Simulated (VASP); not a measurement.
# SnO2 (P4_2/mnm) in VASP: a series of runs, part 2 of 2

VASP 6.6.1. Earlier steps stand in the parts before.

**3. Single point, r2SCAN**

This run uses another cell than the first one, of 12.57 Å³/atom.

Input file POSCAR:

```
SnO2
1.0
    4.8395496747      0.0000000000      0.0000000000
    0.0000000000      4.8395496747      0.0000000000
    0.0000000000      0.0000000000      3.2211192015
Sn O
2 4
Direct
    0.0000000000      0.0000000000      0.0000000000
    0.5000000000      0.5000000000      0.5000000000
    0.3069370063      0.3069370063      0.0000000000
    0.1930629937      0.8069370063      0.5000000000
    0.6930629937      0.6930629937      0.0000000000
    0.8069370063      0.1930629937      0.5000000000
```

Input file INCAR.step1:

```
SYSTEM = SnO2
PREC = Accurate ; ENCUT = 520
ISMEAR = 0 ; SIGMA = 0.05
LREAL = .False. ; LASPH = .True.
NELM = 100 ; NBANDS = 35
GGA = PE ; ALGO = Normal
EDIFF = 1E-4 ; LWAVE = .True.
LCHARG = .False.
```

Input file INCAR.step2:

```
SYSTEM = SnO2
PREC = Accurate ; ENCUT = 520
EDIFF = 1E-6 ; ISMEAR = 0
SIGMA = 0.05 ; LREAL = .False.
LASPH = .True. ; NELM = 100
ALGO = Normal ; ISIF = 2
LWAVE = .False. ; LCHARG = .False.
METAGGA = R2SCAN ; LMIXTAU = .True.
NBANDS = 35 ; ISTART = 1
```

Input file KPOINTS:

```
Automatic mesh
0
Gamma
  6 6 10
  0 0 0
```

Potentials or basis: VASP PAW PBE potentials, release 64 (Sn_d, O).

Launch:

```bash
cat potpaw_PBE.64/Sn_d/POTCAR potpaw_PBE.64/O/POTCAR > POTCAR
cp INCAR.step1 INCAR
mpirun -np 1 vasp_std > vasp.out
cp INCAR.step2 INCAR
mpirun -np 1 vasp_std > vasp.out
```

OUTCAR:

```text
SYSTEM = SnO2
   PREC = Accurate
   ENCUT = 520
   EDIFF = 1E-6
   ISMEAR = 0
   LREAL = .False.
   LASPH = .True.
   NELM = 100
   ISIF = 2
   METAGGA = R2SCAN
   ISTART = 1

 ion  position               nearest neighbor table
   1  0.000  0.000  0.000-   4 2.08   6 2.08   4 2.08   6 2.08   5 2.10   3 2.10
   2  0.500  0.500  0.500-   3 2.08   5 2.08   3 2.08   5 2.08   4 2.10   6 2.10
   3  0.307  0.307  0.000-   2 2.08   2 2.08   1 2.10
   4  0.193  0.807  0.500-   1 2.08   1 2.08   2 2.10
   5  0.693  0.693  0.000-   2 2.08   2 2.08   1 2.10
   6  0.807  0.193  0.500-   1 2.08   1 2.08   2 2.10

  LATTYP: Found a simple tetragonal cell.
 ALAT       =     4.8395496747
 C/A-ratio  =     0.6655824236

  Lattice vectors:

 A1 = (   4.8395496747,   0.0000000000,   0.0000000000)
 A2 = (   0.0000000000,   4.8395496747,   0.0000000000)
 A3 = (   0.0000000000,   0.0000000000,   3.2211192015)

Analysis of symmetry for initial positions (statically):
=====================================================================
 Subroutine PRICEL returns:
 Original cell was already a primitive cell.

 Routine SETGRP: Setting up the symmetry group for a
 simple tetragonal supercell.

 Subroutine GETGRP returns: Found 16 space group operations
 (whereof  8 operations were pure point group operations)
 out of a pool of 16 trial point group operations.

The static configuration has the point symmetry D_2h.
 The point group associated with its full space group is D_4h.

Analysis of symmetry for dynamics (positions and initial velocities):
=====================================================================
 Subroutine PRICEL returns:
 Original cell was already a primitive cell.

 Routine SETGRP: Setting up the symmetry group for a
 simple tetragonal supercell.

[... 126 lines left out ...]
   EMIN   =  10.00;   EMAX   =-10.00  energy-range for DOS
   EFERMI =   0.00;   METHOD = LEGACY
   ISMEAR =     0;   SIGMA  =   0.05  broadening in eV -4-tet -1-fermi 0-gaus
   EFERMI_NEDOS =   21; number of points for ismear=-14 and -15
   IALGO  =     38    algorithm
   IMIX   =      4    mixing-type and parameters
     AMIX     =   0.40;   BMIX     =  1.00
     AMIX_MAG =   1.60;   BMIX_MAG =  1.00
  volume/ion in A,a.u.               =      12.57        84.85
  Fermi-wavevector in a.u.,A,eV,Ry     =   1.446118  2.732767 28.453280  2.091257
  Thomas-Fermi vector in A             =   2.564223
   LORBIT       =      0    0 simple, 1 ext, 2 COOP (PROOUT), +10 PAW based schemes
   METAGGA = R2SCAN    functional components
   LHFCALC =     F    Hartree Fock is set to
   AEXX    =    0.0000 exact exchange contribution
   IVDW    =     0    specifies the selected vdW correction
   LEPSILON=     F    determine dielectric tensor
   LRPA    =     F    only Hartree local field effects (RPA)
 non-spin polarized calculation
 Gauss-broadening in eV      SIGMA  =   0.05
  energy-cutoff  :      520.00
  volume of cell :       75.44
 maximum number of plane-waves:      2068
 NGX is ok and might be reduce to    36
   NGX = 17   NGY = 17   NGZ = 11

 number of electron      52.0000004 magnetization

 Free energy of the ion-electron system (eV)
  ---------------------------------------------------
  ext. energy  EPLUGINS =         0.00000000
  ---------------------------------------------------
  free energy    TOTEN  =       -84.58222073 eV

  energy without entropy =      -84.58222073  energy(sigma->0) =      -84.58222073

 E-fermi :   5.3893     XC(G=0): -11.7394

 val. band max:        5.1007453503   @ k =   0.0000   0.0000   0.0000
 cond. band min:       6.4879349974   @ k =   0.0000   0.0000   0.0000
 fundamental gap:      1.3871896471
 Fermi energy:         5.3893266867

 k-point     1 :       0.0000    0.0000    0.0000
  band No.  band energies     occupation
      1     -16.5722      2.00000
      2     -15.7821      2.00000
      3     -15.5190      2.00000
      4     -15.5190      2.00000
      5     -15.4986      2.00000
      6     -15.4262      2.00000
[... 901 lines left out ...]
     34      18.1162      0.00000
     35      18.3254      0.00000

 [... further k-points ...]
[... 5 lines left out ...]
  --------------------------------------------------------------------------------------
  -------------------------------------------------------------------------------------
  Total       -3.0366323     -3.0366323     -2.7395904      0.0000000      0.0000000      0.0000000
  in kB      -64.4890664    -64.4890664    -58.1807777      0.0000000      0.0000000      0.0000000
  external PRESSURE =     -62.3863035 kB  Pullay stress =       0.0000000 kB

 VOLUME and BASIS-vectors are now :
 -----------------------------------------------------------------------------
  energy-cutoff  :      520.00
  volume of cell :       75.44
      direct lattice vectors                 reciprocal lattice vectors
     4.839549675  0.000000000  0.000000000     0.206630796  0.000000000  0.000000000
     0.000000000  4.839549675  0.000000000     0.000000000  0.206630796  0.000000000
     0.000000000  0.000000000  3.221119202     0.000000000  0.000000000  0.310451100

 POSITION                                       TOTAL-FORCE (eV/Angst)
 -----------------------------------------------------------------------------------
      0.00000      0.00000      0.00000         0.000000     -0.000000      0.000000
      2.41977      2.41977      1.61056         0.000000     -0.000000      0.000000
      1.48544      1.48544      0.00000        -0.035944     -0.035944     -0.000000
      0.93434      3.90521      1.61056         0.035944     -0.035944      0.000000
      3.35411      3.35411      0.00000         0.035944      0.035944      0.000000
      3.90521      0.93434      1.61056        -0.035944      0.035944      0.000000
 -----------------------------------------------------------------------------------
    total drift:                                0.000000      0.000000      0.000000

  FREE ENERGIE OF THE ION-ELECTRON SYSTEM (eV)
  ---------------------------------------------------
  free  energy   TOTEN  =       -84.5822207339 eV

  energy  without entropy=      -84.5822207339  energy(sigma->0) =      -84.58222073
```

OSZICAR.step1:

```text
N       E                     dE             d eps       ncg     rms          rms(c)
DAV:   1     0.634303190636E+03    0.63430E+03   -0.25540E+04  4678   0.227E+03
DAV:   2     0.578961160210E+02   -0.57641E+03   -0.54310E+03  4544   0.607E+02
DAV:   3    -0.383339664396E+02   -0.96230E+02   -0.94436E+02  4685   0.207E+02
DAV:   4    -0.433108549767E+02   -0.49769E+01   -0.49423E+01  5232   0.508E+01
DAV:   5    -0.434402365627E+02   -0.12938E+00   -0.12919E+00  5250   0.865E+00    0.157E+01
DAV:   6    -0.372362048563E+02    0.62040E+01   -0.17555E+01  6644   0.643E+01    0.606E+00
DAV:   7    -0.373376446536E+02   -0.10144E+00   -0.19846E+00  4840   0.787E+00    0.317E+00
DAV:   8    -0.373145439051E+02    0.23101E-01   -0.18260E-01  6333   0.384E+00    0.739E-01
DAV:   9    -0.373069122278E+02    0.76317E-02   -0.34548E-02  6884   0.279E+00    0.130E-01
DAV:  10    -0.373076987226E+02   -0.78649E-03   -0.40799E-03  5424   0.562E-01    0.456E-02
DAV:  11    -0.373077773588E+02   -0.78636E-04   -0.16014E-04  4252   0.118E-01
   1 F= -.37307777E+02 E0= -.37307777E+02  d E =-.309606E-13
```

Run time: 2.6 min. Hardware: 1 thread of Intel Xeon Platinum 8481C at 2.70GHz (Sapphire Rapids), shared host; peak memory 0.26 GiB.

Results:

- Free energy: -84.5822 eV
- Pressure: -6.2 GPa
- Largest force: 0.051 eV/Å
- Band gap on the k mesh: 1.39 eV

Forces on the atoms (eV/Å):
```
Sn   0.000  0.000  0.000
Sn   0.000  0.000  0.000
O   -0.036 -0.036  0.000
O    0.036 -0.036  0.000
O    0.036  0.036  0.000
O   -0.036  0.036  0.000
```

Stress tensor (GPa, compression positive):
```
-6.45  0.00  0.00
 0.00 -6.45  0.00
 0.00  0.00 -5.82
```

Levels at points of the mesh, in eV from the valence-band top:
```
           k point  band 22  band 23  band 24  band 25  band 26  band 27  band 28  band 29  band 30  band 31
(0.00, 0.00, 0.00)    -1.20    -1.20    -0.75    -0.75     0.00     1.39     6.49     6.90     6.90    10.91
(0.50, 0.00, 0.00)    -1.90    -1.16    -1.16    -0.61    -0.61     4.58     4.58     7.63     7.63    11.35
(0.50, 0.50, 0.00)    -1.85    -1.27    -1.27    -0.90    -0.90     5.00     5.00     7.95     7.95    11.43
(0.00, 0.00, 0.50)    -2.52    -1.56    -1.56    -1.21    -1.21     6.42     6.42    10.21    10.21    11.35
(0.50, 0.00, 0.50)    -1.67    -1.05    -1.05    -0.73    -0.73     6.68     6.68     8.46     8.46    11.65
(0.50, 0.50, 0.50)    -2.42    -0.94    -0.94    -0.82    -0.82     5.16     5.16     9.39     9.39    11.62
```

Caveat: the cell stands under tension; the PAW data sets were made with another functional, which shifts forces and pressure a little; spin-orbit coupling is left out, which moves the levels of the heavy elements. r2SCAN opens gaps a little over a GGA but as a rule still falls short of measured ones.
